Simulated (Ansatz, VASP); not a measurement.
**Two plane-wave programs on MgO**

The input INCAR:

```
ALGO = Normal ; EDIFF = 1E-6
ENCUT = 600 ; GGA = PE
GGA_COMPAT = F ; ISIF = 2
ISMEAR = 0 ; LASPH = T
LCHARG = F ; LREAL = F
LWAVE = F ; NBANDS = 11
NELM = 120 ; PREC = Accurate
SIGMA = 0.01
```

KPOINTS

```
k-points
0
Gamma
  12 12 12
```

The input POSCAR:

```
MgO
1.0
    2.2315829953      0.0000000000      0.0000000000
    0.0000000000      2.2315829953      0.0000000000
    0.0000000000      0.0000000000      2.2315829953
Mg O
1 1
Direct
    0.0000000000      0.0000000000      0.0000000000
    0.5000000000      0.5000000000      0.5000000000
```

Input for Ansatz:

```yaml
crystal:
  lattice:
    - [2.2315829953, 0.0, 0.0]
    - [0.0, 2.2315829953, 0.0]
    - [0.0, 0.0, 2.2315829953]
  atoms:
    - { symbol: Mg, position: [0.0, 0.0, 0.0] }
    - { symbol: O, position: [0.5, 0.5, 0.5] }
scf:
  occupations: { method: fixed }
output:
  forces: true
  stress: true
  eigenvalues: true
hamiltonian:
  xc: pbe
basis:
  ecutwfc: 700
kpoints:
  mp_grid: { grid: [12, 12, 12] }
```

Alike in both runs: task single point; functional PBE; k mesh 12 × 12 × 12; no spin polarisation.

|  | VASP | Ansatz |
| --- | --- | --- |
| version | VASP 6.6.1 | Ansatz 0.2.0 |
| potentials or method | VASP PAW PBE potentials, release 64 (Mg, O), cutoff 600 eV | scalar-relativistic, plane waves, PAW |
| occupations | gaussian, width 0.01 eV | fixed |
| valence electrons in the cell | 8 | 16 |

|  | VASP | Ansatz | Ansatz less VASP |
| --- | --- | --- | --- |
| gap on the k mesh at the Fermi level (eV) | 6.81 | 6.81 | -0.001 |
| least direct gap on the mesh (eV) | 6.81 | 6.81 | -0.001 |

VASP's potentials hold 8 valence electrons a cell and Ansatz's 16, so a difference there can come from the potentials and not from the codes.
